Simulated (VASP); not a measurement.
## LiF: electric field gradients with PBE

Crystal: LiF.

```
Li F
1.0
     0.00000    2.01400    2.01400
     2.01400    0.00000    2.01400
     2.01400    2.01400    0.00000
Li F
1 1
Direct
  0.00000 0.00000 0.00000
  0.50000 0.50000 0.50000
```

```json
{
 "Program": "VASP 6.6.1",
 "Task": "electric field gradients",
 "Functional": "PBE",
 "Potentials or basis": "VASP PAW PBE potentials, release 64 (Li_sv, F)",
 "Cutoff": "520 eV",
 "k mesh": "10 × 10 × 10",
 "Occupations": "fermi-dirac, width 0.03 eV",
 "Spin": "no spin polarisation",
 "Dipole correction": "no",
 "Further INCAR settings": "ALGO = Normal; EDIFF = 1e-08; NBANDS = 12"
}
```

```yaml
Band_gap_on_the_k_mesh: 9.09 eV, direct
```

Levels at points of the mesh, in eV from the valence-band top:
```tsv
k point	band 2	band 3	band 4	band 5	band 6	band 7	band 8	band 9
(0.00, 0.00, 0.00)	-19.97	0.00	0.00	0.00	9.09	23.97	23.97	23.97
(0.50, 0.00, 0.00)	-19.54	-2.52	-0.23	-0.23	10.77	16.74	18.90	18.90
(0.50, 0.50, 0.00)	-19.27	-3.00	-1.00	-1.00	14.81	16.47	17.45	20.24
```

Run time: 8.3 s on 1 thread of Intel(R) Xeon(R) Platinum 8259CL CPU @ 2.50GHz (Skylake/Cascade Lake), on a shared host, peak memory 0.13 GiB.

Caveat: without QUAD_EFG the Cq values of the log hold for a quadrupole moment of 1 mb, not for the nuclei. A hybrid or GW would open this gap; PBE tends to underestimate it.
